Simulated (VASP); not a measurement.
Crystal: LiBr.

```xyz
2
Lattice="0.0000 2.7506 2.7506 2.7506 0.0000 2.7506 2.7506 2.7506 0.0000" Properties=species:S:1:pos:R:3 pbc="T T T"
Li    0.0000    0.0000    0.0000
Br    2.7506    2.7506    2.7506
```

| Item | Value |
| --- | --- |
| Program | VASP 6.6.1 |
| Task | relaxation of cell and atoms |
| Functional | PBEsol |
| Potentials or basis | VASP PAW PBE potentials, release 64 (Li_sv, Br) |
| Cutoff | 750 eV |
| k mesh | 4 × 4 × 4 |
| Occupations | gaussian, width 0.01 eV |
| Spin | no spin polarisation |

At the start: pressure -1.2 GPa; volume 20.81 Å³/atom.

**Question.** Where does the relaxation end?

**Answer.** Over 3 steps the energy falls by 3.3 meV/atom and the volume is 19.94 Å³/atom (-4.2 %); space group Fm-3m (No. 225, to 0.05 Å).

Step by step:
```tsv
step	energy change (eV)	largest force (eV/Å)	pressure (GPa)	volume (Å³)
1	0.0000	0.0000	-1.16	41.62
2	-0.0050	0.0000	-0.61	40.72
3	-0.0067	0.0000	-0.02	39.87
```

Final structure:
```yaml
crystal:
  lattice:
    - [0.00000, 2.71154, 2.71154]
    - [2.71154, 0.00000, 2.71154]
    - [2.71154, 2.71154, 0.00000]
  atoms:
    - { symbol: Li, position: [0.00000, 0.00000, 0.00000] }
    - { symbol: Br, position: [0.50000, 0.50000, 0.50000] }
```

Caveat: the k points lie up to 0.50 Å⁻¹ apart in the final cell; the PAW data sets were made with another functional, which shifts forces and pressure a little.
